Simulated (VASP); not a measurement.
Input of a VASP 6.6.1 run:

The input INCAR:

```
SYSTEM = InRh
ALGO = Normal
EDIFF = 1E-6
ENCUT = 520
ISIF = 2
ISMEAR = 0
LASPH = .TRUE.
LCHARG = .FALSE.
LREAL = .FALSE.
LWAVE = .FALSE.
NBANDS = 21
NELM = 80
PREC = Accurate
SIGMA = 0.15
```

The input KPOINTS:

```
k-points
0
G
  16 16 16
  0 0 0
```

Contents of POSCAR:

```
InRh
1.0
    3.1960000000      0.0000000000      0.0000000000
    0.0000000000      3.1960000000      0.0000000000
    0.0000000000      0.0000000000      3.1960000000
In Rh
1 1
Direct
    0.5000000000      0.5000000000      0.5000000000
    0.0000000000      0.0000000000      0.0000000000
```

Potentials or basis: VASP PAW LDA potentials, release 64 (In_d, Rh_pv).

Launch:

```sh
$ cat potpaw_LDA.64/In_d/POTCAR potpaw_LDA.64/Rh_pv/POTCAR > POTCAR
$ mpirun -np 1 vasp_std > vasp.out
```

What does it give for the pressure?

-5.2 GPa.

Estimate the band gap on the k mesh.

zero (band 14 reaches 12.63 eV, above the bottom of band 15 at 10.83 eV).

Caveat: spin-orbit coupling is left out, which moves the levels of the heavy elements.
